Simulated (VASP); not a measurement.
# Be3OsC2 (P6/mmm) in VASP: notebook

Be3OsC2 is run at these levels: PBE; tasks: single point, relaxation of cell and atoms.

All numbers are computed with VASP 6.6.1; they aren't measurements. Logs are shortened: lines on timing, memory, paths and dates and some standing lists are left out, and cuts for length are marked.

## 1. The cell of the first run

It takes space group P6/mmm (No. 191, hexagonal). Conventional cell: a = 4.592 Å, b = 4.592 Å, c = 5.165 Å, α = 90.00°, β = 90.00°, γ = 120.00°. Be (site symmetry mmm) has 4 Be at 2.30 Å and 2 Os at 2.30 Å and 4 C at 3.00 Å within 3.0 Å. Os (site symmetry 6/mmm) has 2 C at 1.93 Å and 6 Be at 2.30 Å within 2.6 Å. Within 1.7 Å of C (site symmetry 6mm) lie 1 C at 1.31 Å.

The cell was built from a structure type or drawn by symmetry, and may not be a known phase.

## 2. Single point, PBE

INCAR reads:

```
SYSTEM = Be3OsC2
ALGO = Normal ; EDIFF = 1E-6
ENCUT = 520 ; GGA = PE
ISIF = 2 ; ISMEAR = 0
LASPH = .TRUE. ; LCHARG = .FALSE.
LREAL = .FALSE. ; LWAVE = .FALSE.
NBANDS = 20 ; NELM = 80
PREC = Accurate ; SIGMA = 0.1
```

KPOINTS reads:

```
k-points
0
G
  12 12 8
  0 0 0
```

POSCAR reads:

```
Be3OsC2
1.0
    4.5924206111      0.0000000000      0.0000000000
   -2.2962103055      3.9771529141      0.0000000000
    0.0000000000      0.0000000000      5.1649240426
Be Os C
3 1 2
Direct
    0.5000000000      0.0000000000      0.5000000000
    0.0000000000      0.5000000000      0.5000000000
    0.5000000000      0.5000000000      0.5000000000
    0.0000000000      0.0000000000      0.5000000000
    0.0000000000      0.0000000000      0.1264066735
    0.0000000000      0.0000000000      0.8735933265
```

Potentials or basis: VASP PAW PBE potentials, release 64 (Be, Os, C).

Launch:

```
cat potpaw_PBE.64/Be/POTCAR potpaw_PBE.64/Os/POTCAR potpaw_PBE.64/C/POTCAR > POTCAR
mpirun -np 1 vasp_std > vasp.out
```

OUTCAR:

```text
SYSTEM = Be3OsC2
   EDIFF = 1E-6
   ENCUT = 520
   GGA = PE
   ISIF = 2
   ISMEAR = 0
   LASPH = .TRUE.
   LREAL = .FALSE.
   NELM = 80
   PREC = Accurate

 ion  position               nearest neighbor table
   1  0.500  0.000  0.500-   3 2.30   3 2.30   4 2.30   4 2.30   2 2.30   2 2.30
   2  0.000  0.500  0.500-   4 2.30   4 2.30   3 2.30   3 2.30   1 2.30   1 2.30
   3  0.500  0.500  0.500-   1 2.30   1 2.30   2 2.30   2 2.30   4 2.30   4 2.30
   4  0.000  0.000  0.500-   5 1.93   6 1.93   2 2.30   2 2.30   1 2.30   1 2.30   3 2.30   3 2.30

   5  0.000  0.000  0.126-   6 1.31   4 1.93
   6  0.000  0.000  0.874-   5 1.31   4 1.93

  LATTYP: Found a hexagonal cell.
 ALAT       =     4.5924206111
 C/A-ratio  =     1.1246626736

  Lattice vectors:

 A1 = (   4.5924206111,   0.0000000000,   0.0000000000)
 A2 = (  -2.2962103055,   3.9771529141,   0.0000000000)
 A3 = (   0.0000000000,   0.0000000000,   5.1649240426)

Analysis of symmetry for initial positions (statically):
=====================================================================
 Subroutine PRICEL returns:
 Original cell was already a primitive cell.

 Routine SETGRP: Setting up the symmetry group for a
 hexagonal supercell.

 Subroutine GETGRP returns: Found 24 space group operations
 (whereof 24 operations were pure point group operations)
 out of a pool of 24 trial point group operations.

The static configuration has the point symmetry D_6h.

Analysis of symmetry for dynamics (positions and initial velocities):
=====================================================================
 Subroutine PRICEL returns:
 Original cell was already a primitive cell.

 Routine SETGRP: Setting up the symmetry group for a
 hexagonal supercell.

 Subroutine GETGRP returns: Found 24 space group operations
 (whereof 24 operations were pure point group operations)
 out of a pool of 24 trial point group operations.

The dynamic configuration has the point symmetry D_6h.

 Subroutine INISYM returns: Found 24 space group operations
 (whereof 24 operations are pure point group operations),
 and found     1 'primitive' translations

----------------------------------------------------------------------------------------
[... 100 lines left out ...]
   NELM   =     80;   NELMIN=  2; NELMDL= -5     # of ELM steps
   EDIFF  = 0.1E-05   stopping-criterion for ELM
   LREAL  =      F    real-space projection
   EDIFFG = 0.1E-04   stopping-criterion for IOM
   NSW    =      0    number of steps for IOM
   IBRION =     -1    ionic relax: 0-MD 1-quasi-New 2-CG
   NFREE  =      0    steps in history (QN), initial steepest desc. (CG)
   ISIF   =      2    stress and relaxation
   ISYM   =      2    0-nonsym 1-usesym 2-fastsym
   POTIM  = 0.5000    time-step for ionic-motion
   TEBEG  =    0.0;   TEEND  =   0.0 temperature during run
   PSTRESS=    0.0 pullay stress
   NELECT =      22.0000    total number of electrons
   NUPDOWN=      -1.0000    fix difference up-down
   EMIN   =  10.00;   EMAX   =-10.00  energy-range for DOS
   EFERMI =   0.00;   METHOD = LEGACY
   ISMEAR =     0;   SIGMA  =   0.10  broadening in eV -4-tet -1-fermi 0-gaus
   EFERMI_NEDOS =   21; number of points for ismear=-14 and -15
   IALGO  =     38    algorithm
   IMIX   =      4    mixing-type and parameters
     AMIX     =   0.40;   BMIX     =  1.00
     AMIX_MAG =   1.60;   BMIX_MAG =  1.00
  volume/ion in A,a.u.               =      15.72       106.10
  Fermi-wavevector in a.u.,A,eV,Ry     =   1.007681  1.904241 13.815643  1.015421
  Thomas-Fermi vector in A             =   2.140501
   LORBIT       =      0    0 simple, 1 ext, 2 COOP (PROOUT), +10 PAW based schemes
   GGA     = PE    functional components
   LHFCALC =     F    Hartree Fock is set to
   AEXX    =    0.0000 exact exchange contribution
   IVDW    =     0    specifies the selected vdW correction
   LEPSILON=     F    determine dielectric tensor
   LRPA    =     F    only Hartree local field effects (RPA)
 non-spin polarized calculation
 Gauss-broadening in eV      SIGMA  =   0.10
  energy-cutoff  :      520.00
  volume of cell :       94.34
 maximum number of plane-waves:      2581
 NGX is ok and might be reduce to    36
   NGX = 17   NGY = 17   NGZ = 19

 number of electron      21.9999998 magnetization

 Free energy of the ion-electron system (eV)
  ---------------------------------------------------
  ext. energy  EPLUGINS =         0.00000000
  ---------------------------------------------------
  free energy    TOTEN  =       -36.85743179 eV

  energy without entropy =      -36.84239614  energy(sigma->0) =      -36.84991396

 E-fermi :   1.9959     XC(G=0):  -8.5579

 val. band max:        1.9937583923   @ k =   0.4167   0.1667   0.3750
 cond. band min:       2.0028092950   @ k =   0.2500   0.1667   0.2500
 fundamental gap:      0.0090509026
 Fermi energy:         1.9958561122

 k-point     1 :       0.0000    0.0000    0.0000
  band No.  band energies     occupation
      1     -12.0931      2.00000
      2      -5.5781      2.00000
      3      -4.3301      2.00000
      4      -3.9748      2.00000
      5      -1.0111      2.00000
      6      -1.0111      2.00000
[... 541 lines left out ...]
     19       9.1529      0.00000
     20       9.2949      0.00000

 [... further k-points ...]

------------------------ aborting loop because EDIFF is reached ----------------------------------------

  FORCE on cell =-STRESS in cart. coord.  units (eV):
  Direction    XX          YY          ZZ          XY          YZ          ZX
  --------------------------------------------------------------------------------------
  -------------------------------------------------------------------------------------
  Total       -0.0097571     -0.0097571      0.5005478     -0.0000000      0.0000000      0.0000000
  in kB       -0.1657113     -0.1657113      8.5011621     -0.0000000      0.0000000      0.0000000
  external PRESSURE =       2.7232465 kB  Pullay stress =       0.0000000 kB

 VOLUME and BASIS-vectors are now :
 -----------------------------------------------------------------------------
  energy-cutoff  :      520.00
  volume of cell :       94.34
      direct lattice vectors                 reciprocal lattice vectors
     4.592420611  0.000000000  0.000000000     0.217750090  0.125718073  0.000000000
    -2.296210305  3.977152914  0.000000000     0.000000000  0.251436146  0.000000000
     0.000000000  0.000000000  5.164924043     0.000000000  0.000000000  0.193613690

 POSITION                                       TOTAL-FORCE (eV/Angst)
 -----------------------------------------------------------------------------------
      2.29621      0.00000      2.58246         0.000000      0.000000      0.000000
     -1.14811      1.98858      2.58246         0.000000      0.000000      0.000000
      1.14811      1.98858      2.58246         0.000000      0.000000      0.000000
      0.00000      0.00000      2.58246         0.000000      0.000000      0.000000
      0.00000      0.00000      0.65288        -0.000000     -0.000000     -0.070714
      0.00000      0.00000      4.51204         0.000000      0.000000      0.070714
 -----------------------------------------------------------------------------------
    total drift:                               -0.000000     -0.000000      0.000000

  FREE ENERGIE OF THE ION-ELECTRON SYSTEM (eV)
  ---------------------------------------------------
  free  energy   TOTEN  =       -36.8574317856 eV

  energy  without entropy=      -36.8423961439  energy(sigma->0) =      -36.84991396
```

OSZICAR:

```text
N       E                     dE             d eps       ncg     rms          rms(c)
DAV:   1     0.659978419297E+02    0.65998E+02   -0.88301E+03  3800   0.921E+02
DAV:   2    -0.326187698065E+02   -0.98617E+02   -0.92772E+02  4620   0.211E+02
DAV:   3    -0.401384315265E+02   -0.75197E+01   -0.73655E+01  5160   0.501E+01
DAV:   4    -0.402789970927E+02   -0.14057E+00   -0.13991E+00  5256   0.734E+00
DAV:   5    -0.402807497340E+02   -0.17526E-02   -0.17521E-02  5056   0.770E-01    0.244E+01
DAV:   6    -0.379305342169E+02    0.23502E+01   -0.14005E+01  5288   0.254E+01    0.551E+00
DAV:   7    -0.370488013194E+02    0.88173E+00   -0.44505E+00  5312   0.151E+01    0.751E+00
DAV:   8    -0.368500266528E+02    0.19877E+00   -0.52505E-01  4364   0.384E+00    0.133E+00
DAV:   9    -0.368526379418E+02   -0.26113E-02   -0.64956E-02  5276   0.174E+00    0.337E-01
DAV:  10    -0.368554146633E+02   -0.27767E-02   -0.74221E-03  4536   0.584E-01    0.202E-01
DAV:  11    -0.368570638319E+02   -0.16492E-02   -0.14593E-03  4240   0.225E-01    0.666E-02
DAV:  12    -0.368573903869E+02   -0.32655E-03   -0.25850E-04  4680   0.935E-02    0.329E-02
DAV:  13    -0.368574292504E+02   -0.38864E-04   -0.35258E-05  4336   0.342E-02    0.131E-02
DAV:  14    -0.368574313137E+02   -0.20633E-05   -0.77647E-06  4832   0.176E-02    0.284E-03
DAV:  15    -0.368574317856E+02   -0.47184E-06   -0.70264E-07  3568   0.560E-03
   1 F= -.36857432E+02 E0= -.36849914E+02  d E =-.150356E-01
```

stdout:

```text
POSCAR found type information on POSCAR BeOsC
 POSCAR found :  3 types and       6 ions
 scaLAPACK will be used
 LDA part: xc-table for (Slater+PW92), standard interpolation
 POSCAR, INCAR and KPOINTS ok, starting setup
 FFT: planning ... GRIDC
 FFT: planning ... GRID_SOFT
 FFT: planning ... GRID
 WAVECAR not read
 entering main loop
```

It took 93 s on 1 thread of Intel Xeon 6975P-C (Granite Rapids), shared host; peak memory 0.34 GiB.

Results:

```
Free energy            : -36.8574 eV
Pressure               : 0.3 GPa
Largest force          : 0.071 eV/Å
Band gap on the k mesh : zero (bands 11 and 12 overlap by 1.54 eV)
```

Forces on the atoms (eV/Å):
```
Be   0.000  0.000  0.000
Be   0.000  0.000  0.000
Be   0.000  0.000  0.000
Os   0.000  0.000  0.000
C    0.000  0.000 -0.071
C    0.000  0.000  0.071
```

Caveat: spin-orbit coupling is left out, which moves the levels of the heavy elements.

(Part 1 of 2 ends here.)
